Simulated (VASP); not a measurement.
Set up this calculation in VASP 6.6.1, as the native input.

| Property | Result |
| --- | --- |
| Task | single point |
| Functional | PBE |
| Potentials or basis | VASP PAW PBE potentials, release 64 (Mg, O) |
| Cutoff | 520 eV |
| k mesh | 10 × 10 × 1 |
| Occupations | fermi-dirac, width 0.02 eV |
| Spin | no spin polarisation |
| Dipole correction | yes |
| Further INCAR settings | ALGO = Normal; EDIFF = 1e-06; NBANDS = 26 |

The structure of MgO (MgO (100), 4 layers) lies in POSCAR:

```
MgO
1.0
    3.0079491114      0.0000000000      0.0000000000
    0.0000000000      3.0079491114      0.0000000000
    0.0000000000      0.0000000000     22.3808000000
Mg O
4 4
Direct
    0.0000000000      0.0000000000      0.3574487140
    0.5000000000      0.5000000000      0.4524829043
    0.0000000000      0.0000000000      0.5475170951
    0.5000000000      0.5000000000      0.6425512860
    0.5000000000      0.5000000000      0.3574487140
    0.0000000000      0.0000000000      0.4524829043
    0.5000000000      0.5000000000      0.5475170951
    0.0000000000      0.0000000000      0.6425512860
```

The input as run:

INCAR

```
SYSTEM = MgO
PREC = Accurate ; ENCUT = 520
EDIFF = 1E-6 ; ISMEAR = -1
SIGMA = 0.02 ; LREAL = .FALSE.
LASPH = .TRUE. ; NELM = 60
ALGO = Normal ; ISIF = 2
LWAVE = .FALSE. ; LCHARG = .FALSE.
LDIPOL = .TRUE. ; IDIPOL = 3
DIPOL = 0.5 0.5 0.500 ; GGA = PE
NBANDS = 26
```

KPOINTS

```
Automatic mesh
0
G
  10 10 1
  0 0 0
```

Potentials or basis: VASP PAW PBE potentials, release 64 (Mg, O).

Command:

```sh
$ cat potpaw_PBE.64/Mg/POTCAR potpaw_PBE.64/O/POTCAR > POTCAR
$ mpirun -np 1 vasp_std > vasp.out
```

It gave:

| Property | Result |
| --- | --- |
| Largest force | 0.469 eV/Å |
| Band gap on the k mesh | 3.22 eV, direct |

Run time: 63 s on 1 thread of Intel(R) Xeon(R) 6975P-C (Granite Rapids), on a shared host, peak memory 0.33 GiB.
